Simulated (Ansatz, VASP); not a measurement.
Given: the input of a run of VASP 6.6.1 on As.

File POSCAR:

```
As
1.0
    2.7036817444      0.0000000000      0.0000000000
    0.0000000000      2.7036817444      0.0000000000
    0.0000000000      0.0000000000      2.7036817444
As
1
Direct
    0.5000000000      0.5000000000      0.5000000000
```

The input INCAR.step1:

```
ALGO = Normal ; EDIFF = 1E-5
ENCUT = 520 ; GGA = PE
ISIF = 2 ; ISMEAR = -1
LASPH = T ; LREAL = F
LWAVE = T ; NBANDS = 8
NELM = 60 ; PREC = Accurate
SIGMA = 0.05
```

Contents of INCAR.step2:

```
AEXX = 0.25 ; ALGO = Normal
EDIFF = 1E-6 ; ENCUT = 520
GGA = PE ; ISIF = 2
ISMEAR = -1 ; ISTART = 1
LASPH = T ; LCHARG = T
LELF = T ; LHFCALC = T
LREAL = F ; LVHAR = T
LWAVE = F ; NBANDS = 8
NELM = 60 ; PREC = Accurate
PRECFOCK = Normal ; SIGMA = 0.05
```

The input KPOINTS:

```
k-points
0
Gamma
  8 8 8
```

Potentials or basis: VASP PAW PBE potentials, release 64 (As).

Run with:

```bash
$ cat potpaw_PBE.64/As/POTCAR > POTCAR
$ cp INCAR.step1 INCAR
$ mpirun -np 1 vasp_std > vasp.out
$ cp INCAR.step2 INCAR
$ mpirun -np 1 vasp_std > vasp.out
```

Translate it to Ansatz 0.2.0. Potentials there: all-electron PAW datasets made for the crystal.

As run (the cutoff follows the program's own potentials):

File input.yaml:

```yaml
crystal:
  lattice:
    - [2.7036817444, 0.0, 0.0]
    - [0.0, 2.7036817444, 0.0]
    - [0.0, 0.0, 2.7036817444]
  atoms:
    - { symbol: As, position: [0.5, 0.5, 0.5] }
kpoints:
  mp_grid: { grid: [8, 8, 8] }
scf:
  occupations: { method: fermi_dirac, width: 0.05 }
hamiltonian:
  xc: pbe0
  pseudopotentials: { kind: all_electron, datasets: crystal }
output:
  forces: true
  stress: true
```

Potentials or basis: all-electron PAW datasets made for the crystal.

Run with:

```console
$ ansatz run input.yaml --threads 2 --pin off --max-ram 8192MiB --backend cpu --events-out ev --progress --plain --runs-dir out
```

Both were run:

|  | VASP | Ansatz | Ansatz less VASP |
| --- | --- | --- | --- |
| gap on the k mesh at the Fermi level (eV) | none | none | - |
| pressure (GPa) | -0.6 | 0.0 | +0.53 |

A gap of «none» marks a metal or a gap that the smearing closes. Ansatz ran all-electron here, and VASP with PAW potentials.

Noted on Ansatz's run: the k mesh is thin for a metal, which can move the energy by tens of meV per atom; the program warned that the printed levels may be off, so bands, gaps and densities of states are rough.
